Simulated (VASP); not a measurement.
B7N3: single point with PBE

Crystal: B7N3.

```xyz
10
Lattice="2.8659 0.0000 0.0000 1.4329 -8.5199 0.0000 0.0000 0.0000 -2.8161" Properties=species:S:1:pos:R:3 pbc="T T T"
B     1.4329   -5.0268   -1.4081
B     2.8659   -3.4932   -1.4081
B     1.4329   -6.9012    0.0000
B     2.8659   -1.6188    0.0000
B     1.4329   -1.6529   -1.4081
B     2.8659   -6.8671   -1.4081
B     1.4329    0.0000    0.0000
N     0.0000    0.0000   -1.4081
N     1.4329   -3.1183    0.0000
N     2.8659   -5.4016    0.0000
```

```json
{
  "Program": "VASP 6.6.1",
  "Task": "single point",
  "Functional": "PBE",
  "Potentials or basis": "VASP PAW PBE potentials, release 64 (B, N)",
  "Cutoff": "520 eV",
  "k mesh": "6 × 6 × 6",
  "Occupations": "fermi-dirac, width 0.1 eV",
  "Spin": "no spin polarisation"
}
```

```
Pressure               : -9.2 GPa
Largest force          : 0.682 eV/Å
Band gap on the k mesh : zero (band 18 reaches 9.52 eV, above the bottom of band 19 at 6.48 eV)
```

Forces in eV/Å, atoms in the order of the input:
```
B    0.000  0.682  0.000
B    0.000 -0.682  0.000
B    0.000 -0.091  0.000
B    0.000  0.091  0.000
B    0.000 -0.486  0.000
B    0.000  0.486  0.000
B    0.000  0.000  0.000
N    0.000  0.000  0.000
N    0.000  0.474  0.000
N    0.000 -0.474  0.000
```

Stress tensor (GPa, compression positive):
```
-23.06   0.00   0.00
  0.00  12.72   0.00
  0.00   0.00 -17.26
```

Levels at points of the mesh, in eV from the Fermi level:
| k point | band 14 | band 15 | band 16 | band 17 | band 18 | band 19 | band 20 | band 21 | band 22 | band 23 |
| --- | --- | --- | --- | --- | --- | --- | --- | --- | --- | --- |
| (0.00, 0.00, 0.00) | -3.72 | -2.02 | -1.07 | 0.01 | 0.39 | 0.53 | 0.90 | 1.10 | 1.30 | 2.08 |
| (0.50, 0.00, 0.00) | -2.99 | -2.76 | -0.62 | -0.03 | 0.54 | 0.57 | 1.03 | 1.61 | 2.18 | 3.41 |
| (0.00, 0.50, 0.00) | -3.71 | -1.76 | -0.64 | -0.38 | -0.33 | 0.46 | 0.52 | 1.36 | 1.43 | 2.06 |
| (0.00, 0.00, 0.50) | -2.79 | -1.74 | -1.20 | -0.36 | 0.29 | 0.32 | 0.99 | 1.47 | 1.73 | 2.46 |
| (0.50, 0.00, 0.50) | -4.30 | -4.21 | -4.20 | -3.03 | -2.29 | -1.90 | -1.76 | 0.00 | 1.20 | 1.77 |
| (0.00, 0.50, 0.50) | -3.28 | -2.68 | 0.06 | 0.18 | 0.45 | 0.53 | 0.95 | 1.44 | 1.57 | 1.63 |

Run time: 2.4 min on 1 thread of AMD EPYC 7R43 64-Core Processor (Zen 3), on a shared host, peak memory 0.18 GiB.

Caveat: the k points lie up to 0.37 Å⁻¹ apart.
